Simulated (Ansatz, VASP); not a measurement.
**ReBrO in VASP and in Ansatz**

File INCAR:

```
SYSTEM = ReBrO
PREC     = Accurate       ! precision mode
ENCUT    = 600            ! plane-wave cutoff, eV
EDIFF    = 1E-6           ! SCF threshold, eV
ISMEAR   = -1             ! smearing method
SIGMA    = 0.1            ! smearing width, eV
LREAL    = .FALSE.        ! projectors in reciprocal space
LASPH    = .TRUE.         ! aspherical terms in the spheres
NELM     = 120            ! most SCF steps
ALGO     = Normal         ! electronic algorithm
ISIF     = 2              ! what is computed and relaxed
LWAVE    = .FALSE.        ! write WAVECAR
LCHARG   = .TRUE.         ! write CHGCAR
GGA      = PE             ! functional
LELF     = .TRUE.         ! ELF
LVHAR    = .TRUE.       
NBANDS   = 29             ! bands
GGA_COMPAT= .FALSE.
```

KPOINTS

```
regular mesh
0
G
  5 5 3
  0 0 0
```

File POSCAR:

```
ReBrO
1.0
    3.7520580000      0.0000000000      0.0000000000
    0.0000000000      3.7520580000      0.0000000000
    0.0000000000      0.0000000000      6.3597390000
Br O Re
2 2 2
Direct
    0.0000000000      0.5000000000      0.6350000000
    0.5000000000      0.0000000000      0.3650000000
    0.0000000000      0.0000000000      0.0000000000
    0.5000000000      0.5000000000      0.0000000000
    0.0000000000      0.5000000000      0.1800000000
    0.5000000000      0.0000000000      0.8200000000
```

Input for Ansatz:

```yaml
crystal:
  lattice:
    - [3.752058, 0.0, 0.0]
    - [0.0, 3.752058, 0.0]
    - [0.0, 0.0, 6.359739]
  atoms:
    - { symbol: Br, position: [0.0, 0.5, 0.635] }
    - { symbol: Br, position: [0.5, 0.0, 0.365] }
    - { symbol: O, position: [0.0, 0.0, 0.0] }
    - { symbol: O, position: [0.5, 0.5, 0.0] }
    - { symbol: Re, position: [0.0, 0.5, 0.18] }
    - { symbol: Re, position: [0.5, 0.0, 0.82] }
  symmetry: { tolerance: 0.0003 }
kpoints:
  mp_grid: { grid: [5, 5, 3], shift: [0, 0, 0] }
magnetization:
  spin_polarized: false
scf:
  occupations: { method: fermi_dirac }
hamiltonian:
  pseudopotentials: { kind: paw }
  xc: pbe
basis:
  ecutwfc: 420
output:
  forces: true
  stress: true
  eigenvalues: true
```

Alike in both runs: task single point; functional PBE; k mesh 5 × 5 × 3; no spin polarisation.

|  | VASP | Ansatz |
| --- | --- | --- |
| version | VASP 6.6.1 | Ansatz 0.2.0 |
| potentials or method | VASP PAW PBE potentials, release 64 (Br, O, Re), cutoff 600 eV | PAW plane waves |
| occupations | fermi-dirac, width 0.1 eV | fermi-dirac |
| valence electrons in the cell | 40 | 56 |

```tsv
	VASP	Ansatz	Ansatz less VASP
gap on the k mesh at the Fermi level (eV)	none	none	-
pressure (GPa)	-3.0	-3.3	-0.32
traceless stress, the component that is largest in VASP (GPa)	6.38	6.49	+0.104
rms of the force components (eV/Å)	0.370	0.391	+0.0205
```

Atom by atom the forces differ by 0.029 eV/Å (rms over components). A gap of «none» marks a metal or a gap that the smearing closes. VASP's potentials hold 40 valence electrons a cell and Ansatz's 56, so a difference there can come from the potentials and not from the codes.

Neither program's run includes spin-orbit coupling.
